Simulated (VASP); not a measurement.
# Se (Pm-3m) in VASP: a series of runs

Runs on Se. Level: PBEsol. Tasks: single point.

Program: VASP 6.6.1. These are calculated values, not measurements. Logs are shortened: lines on timing, memory, paths and dates and some standing lists are left out, and cuts for length are marked.

## 1. The cell of the first run

It takes space group Pm-3m (No. 221, cubic). Conventional cell: a = 2.693 Å, b = 2.693 Å, c = 2.693 Å, α = 90.00°, β = 90.00°, γ = 90.00°. Within 3.6 Å of Se (site symmetry m-3m) lie 6 Se at 2.69 Å.

## 2. Single point, PBEsol

INCAR reads:

```
PREC = Accurate
ENCUT = 520
EDIFF = 1E-6
ISMEAR = -1
SIGMA = 0.05
LREAL = False
LASPH = True
NELM = 80
ALGO = Normal
ISIF = 2
LWAVE = False
LCHARG = True
GGA = PS
LELF = True
LVHAR = True
NBANDS = 9
```

KPOINTS reads:

```
Automatic mesh
0
Gamma
  8 8 8
```

POSCAR reads:

```
Se
1.0
    2.6933174735      0.0000000000      0.0000000000
    0.0000000000      2.6933174735      0.0000000000
    0.0000000000      0.0000000000      2.6933174735
Se
1
Direct
    0.0000000000      0.0000000000      0.0000000000
```

Potentials or basis: VASP PAW PBE potentials, release 64 (Se).

Command:

```sh
$ cat potpaw_PBE.64/Se/POTCAR > POTCAR
$ mpirun -np 1 vasp_std > vasp.out
```

OUTCAR:

```text
PREC = Accurate
   ENCUT = 520
   EDIFF = 1E-6
   ISMEAR = -1
   LREAL = False
   LASPH = True
   NELM = 80
   ISIF = 2
   GGA = PS

 ion  position               nearest neighbor table
   1  0.000  0.000  0.000-

  LATTYP: Found a simple cubic cell.
 ALAT       =     2.6933174735

  Lattice vectors:

 A1 = (   2.6933174735,   0.0000000000,   0.0000000000)
 A2 = (   0.0000000000,   2.6933174735,   0.0000000000)
 A3 = (   0.0000000000,   0.0000000000,   2.6933174735)

Analysis of symmetry for initial positions (statically):
=====================================================================
 Subroutine PRICEL returns:
 Original cell was already a primitive cell.

 Routine SETGRP: Setting up the symmetry group for a
 simple cubic supercell.

 Subroutine GETGRP returns: Found 48 space group operations
 (whereof 48 operations were pure point group operations)
 out of a pool of 48 trial point group operations.

The static configuration has the point symmetry O_h .

Analysis of symmetry for dynamics (positions and initial velocities):
=====================================================================
 Subroutine PRICEL returns:
 Original cell was already a primitive cell.

 Routine SETGRP: Setting up the symmetry group for a
 simple cubic supercell.

 Subroutine GETGRP returns: Found 48 space group operations
 (whereof 48 operations were pure point group operations)
 out of a pool of 48 trial point group operations.

The dynamic configuration has the point symmetry O_h .

 Subroutine INISYM returns: Found 48 space group operations
 (whereof 48 operations are pure point group operations),
 and found     1 'primitive' translations

----------------------------------------------------------------------------------------

                                     Primitive cell

  volume of cell :      19.5372

  direct lattice vectors                    reciprocal lattice vectors
     2.693317474  0.000000000  0.000000000     0.371289315  0.000000000  0.000000000
     0.000000000  2.693317474  0.000000000     0.000000000  0.371289315  0.000000000
     0.000000000  0.000000000  2.693317474     0.000000000  0.000000000  0.371289315

  length of vectors
     2.693317474  2.693317474  2.693317474     0.371289315  0.371289315  0.371289315

  position of ions in fractional coordinates (direct lattice)
     0.000000000  0.000000000  0.000000000

  ion indices of the primitive-cell ions
   primitive index   ion index
                 1           1

----------------------------------------------------------------------------------------

 KPOINTS: Automatic mesh

Automatic generation of k-mesh.
 Grid dimensions read from file:
 generate k-points for:    8    8    8

 Generating k-lattice:

  Cartesian coordinates                     Fractional coordinates (reciprocal lattice)
     0.046411164  0.000000000  0.000000000     0.125000000  0.000000000  0.000000000
     0.000000000  0.046411164  0.000000000     0.000000000  0.125000000  0.000000000
     0.000000000  0.000000000  0.046411164     0.000000000  0.000000000  0.125000000

  Length of vectors
     0.046411164  0.046411164  0.046411164

  Shift w.r.t. Gamma in fractional coordinates (k-lattice)
     0.000000000  0.000000000  0.000000000

 Subroutine IBZKPT returns following result:
 ===========================================

 Found     35 irreducible k-points:

 Following reciprocal coordinates:
            Coordinates               Weight
  0.000000  0.000000  0.000000      1.000000
  0.125000  0.000000  0.000000      6.000000
  0.250000  0.000000  0.000000      6.000000
  0.375000  0.000000  0.000000      6.000000
  0.500000  0.000000  0.000000      3.000000
  0.125000  0.125000  0.000000     12.000000
[... 16 lines left out ...]
  0.375000  0.375000  0.125000     24.000000
  0.500000  0.375000  0.125000     24.000000
 [... further k-points ...]
   k-points           NKPTS =     35   k-points in BZ     NKDIM =     35   number of bands    NBANDS=      9
   number of dos      NEDOS =    301   number of ions     NIONS =      1
   total plane-waves  NPLWV =   8000
   dimension x,y,z NGX =    20 NGY =   20 NGZ =   20
   dimension x,y,z NGXF=    40 NGYF=   40 NGZF=   40
   ions per type =               1
   NGX,Y,Z   is equivalent  to a cutoff of  12.35, 12.35, 12.35 a.u.
   NGXF,Y,Z  is equivalent  to a cutoff of  24.69, 24.69, 24.69 a.u.
 SYSTEM =  unknown system
   PREC   = accura    normal or accurate (medium, high low for compatibility)
   ISTART =      0    job   : 0-new  1-cont  2-samecut
   ICHARG =      2    charge: 1-file 2-atom 10-const
   ISPIN  =      1    spin polarized calculation?
   LNONCOLLINEAR =      F non collinear calculations
   LSORBIT =      F    spin-orbit coupling
   LASPH  =      T    aspherical Exc in radial PAW
   ENCUT  =  520.0 eV  38.22 Ry    6.18 a.u.   5.01  5.01  5.01*2*pi/ulx,y,z
   NELM   =     80;   NELMIN=  2; NELMDL= -5     # of ELM steps
   EDIFF  = 0.1E-05   stopping-criterion for ELM
   LREAL  =      F    real-space projection
   EDIFFG = 0.1E-04   stopping-criterion for IOM
   NSW    =      0    number of steps for IOM
   IBRION =     -1    ionic relax: 0-MD 1-quasi-New 2-CG
   NFREE  =      0    steps in history (QN), initial steepest desc. (CG)
   ISIF   =      2    stress and relaxation
   ISYM   =      2    0-nonsym 1-usesym 2-fastsym
   POTIM  = 0.5000    time-step for ionic-motion
   TEBEG  =    0.0;   TEEND  =   0.0 temperature during run
   PSTRESS=    0.0 pullay stress
   NELECT =       6.0000    total number of electrons
   NUPDOWN=      -1.0000    fix difference up-down
   EMIN   =  10.00;   EMAX   =-10.00  energy-range for DOS
   EFERMI =   0.00;   METHOD = LEGACY
   ISMEAR =    -1;   SIGMA  =   0.05  broadening in eV -4-tet -1-fermi 0-gaus
   EFERMI_NEDOS =   21; number of points for ismear=-14 and -15
   IALGO  =     38    algorithm
   IMIX   =      4    mixing-type and parameters
     AMIX     =   0.40;   BMIX     =  1.00
     AMIX_MAG =   1.60;   BMIX_MAG =  1.00
  volume/ion in A,a.u.               =      19.54       131.84
  Fermi-wavevector in a.u.,A,eV,Ry     =   1.104514  2.087228 16.598429  1.219950
  Thomas-Fermi vector in A             =   2.240987
   LORBIT       =      0    0 simple, 1 ext, 2 COOP (PROOUT), +10 PAW based schemes
   GGA     = PS    functional components
   LHFCALC =     F    Hartree Fock is set to
   AEXX    =    0.0000 exact exchange contribution
   IVDW    =     0    specifies the selected vdW correction
   LEPSILON=     F    determine dielectric tensor
   LRPA    =     F    only Hartree local field effects (RPA)
 non-spin polarized calculation
  energy-cutoff  :      520.00
  volume of cell :       19.54
 maximum number of plane-waves:       552
   NGX = 11   NGY = 11   NGZ = 11

 number of electron       6.0000000 magnetization

 Free energy of the ion-electron system (eV)
  ---------------------------------------------------
  ext. energy  EPLUGINS =         0.00000000
  ---------------------------------------------------
  free energy    TOTEN  =        -3.68470317 eV

  energy without entropy =       -3.67873960  energy(sigma->0) =       -3.68172138

 E-fermi :   6.5271     XC(G=0): -10.7305

 val. band max:        6.3395736693   @ k =   0.1250   0.1250   0.1250
 cond. band min:       6.5331428593   @ k =   0.2500   0.1250   0.0000
 fundamental gap:      0.1935691900
 Fermi energy:         6.5271291533

 k-point     1 :       0.0000    0.0000    0.0000
  band No.  band energies     occupation
      1     -11.0075      2.00000
      2       8.0794      0.00000
      3       8.0794      0.00000
      4       8.0794      0.00000
      5      13.9178      0.00000
      6      13.9178      0.00000
      7      14.9555      0.00000
      8      30.2011      0.00000
      9      30.2011      0.00000

 k-point     2 :       0.1250    0.0000    0.0000
  band No.  band energies     occupation
      1     -10.7432      2.00000
      2       5.6440      2.00000
      3       8.2935      0.00000
      4       8.2935      0.00000
      5      14.1690      0.00000
      6      14.8592      0.00000
      7      17.2306      0.00000
      8      27.0563      0.00000
      9      27.0563      0.00000

 k-point     3 :       0.2500    0.0000    0.0000
  band No.  band energies     occupation
      1      -9.9924      2.00000
      2       2.1220      2.00000
      3       8.8708      0.00000
      4       8.8708      0.00000
      5      14.8810      0.00000
      6      15.7877      0.00000
      7      21.5541      0.00000
      8      23.6550      0.00000
      9      23.6550      0.00000

 k-point     4 :       0.3750    0.0000    0.0000
  band No.  band energies     occupation
      1      -8.9614      2.00000
      2      -0.7051      2.00000
      3       9.5696      0.00000
      4       9.5696      0.00000
      5      15.8531      0.00000
      6      17.2464      0.00000
      7      21.2165      0.00000
      8      21.2165      0.00000
      9      21.5096      0.00000
[... 205 lines left out ...]
 k-point    22 :       0.5000    0.2500    0.1250
  band No.  band energies     occupation
      1      -7.0746      2.00000
      2      -0.7234      2.00000
      3       4.6545      2.00000
      4       8.6460      0.00000
      5      12.4114      0.00000
      6      17.2466      0.00000
      7      20.8649      0.00000
      8      22.6966      0.00000
      9      26.7295      0.00000

 k-point    23 :       0.3750    0.3750    0.1250
  band No.  band energies     occupation
      1      -6.6400      2.00000
      2       1.2970      2.00000
      3       1.4917      2.00000
      4       8.9804      0.00000
      5      10.8101      0.00000
      6      18.7954      0.00000
      7      19.5766      0.00000
      8      22.2055      0.00000
      9      26.9694      0.00000

 k-point    24 :       0.5000    0.3750    0.1250
  band No.  band energies     occupation
      1      -6.0265      2.00000
      2       0.1805      2.00000
      3       1.8837      2.00000
      4       9.3807      0.00000
      5       9.7098      0.00000
      6      18.3061      0.00000
      7      19.8008      0.00000
      8      22.7647      0.00000
      9      25.7536      0.00000

 [... further k-points ...]
[... 5 lines left out ...]
  --------------------------------------------------------------------------------------
  -------------------------------------------------------------------------------------
  Total        1.4004679      1.4004679      1.4004679      0.0000000      0.0000000      0.0000000
  in kB      114.8473768    114.8473768    114.8473768      0.0000000      0.0000000      0.0000000
  external PRESSURE =     114.8473768 kB  Pullay stress =       0.0000000 kB

 VOLUME and BASIS-vectors are now :
 -----------------------------------------------------------------------------
  energy-cutoff  :      520.00
  volume of cell :       19.54
      direct lattice vectors                 reciprocal lattice vectors
     2.693317474  0.000000000  0.000000000     0.371289315  0.000000000  0.000000000
     0.000000000  2.693317474  0.000000000     0.000000000  0.371289315  0.000000000
     0.000000000  0.000000000  2.693317474     0.000000000  0.000000000  0.371289315

 POSITION                                       TOTAL-FORCE (eV/Angst)
 -----------------------------------------------------------------------------------
      0.00000      0.00000      0.00000         0.000000      0.000000      0.000000
 -----------------------------------------------------------------------------------
    total drift:                                0.000000     -0.000000     -0.000000

  FREE ENERGIE OF THE ION-ELECTRON SYSTEM (eV)
  ---------------------------------------------------
  free  energy   TOTEN  =        -3.6847031671 eV

  energy  without entropy=       -3.6787395982  energy(sigma->0) =       -3.68172138
```

Wall time 7.3 s (1 thread of Intel Xeon 8259CL, shared host); peak memory 0.09 GiB.

Results:

```yaml
Free_energy: -3.6847 eV
Pressure: 11.5 GPa
Band_gap_on_the_k_mesh: zero (band 3 reaches 9.91 eV, above the bottom of band 4 at 2.53 eV)
```

Levels at points of the mesh, in eV from the Fermi level:
| k point | band 1 | band 2 | band 3 | band 4 | band 5 | band 6 | band 7 |
| --- | --- | --- | --- | --- | --- | --- | --- |
| (0.00, 0.00, 0.00) | -17.53 | 1.55 | 1.55 | 1.55 | 7.39 | 7.39 | 8.43 |
| (0.50, 0.00, 0.00) | -14.89 | -8.45 | 3.39 | 3.39 | 9.89 | 12.58 | 12.84 |
| (0.50, 0.50, 0.00) | -12.20 | -6.09 | -6.09 | 1.80 | 5.07 | 14.37 | 16.31 |
| (0.50, 0.50, 0.50) | -9.37 | -4.00 | -4.00 | -4.00 | 5.11 | 5.11 | 5.11 |

Caveat: the PAW data sets were made with another functional, which shifts forces and pressure a little.

(Part 1 of 2 ends here.)
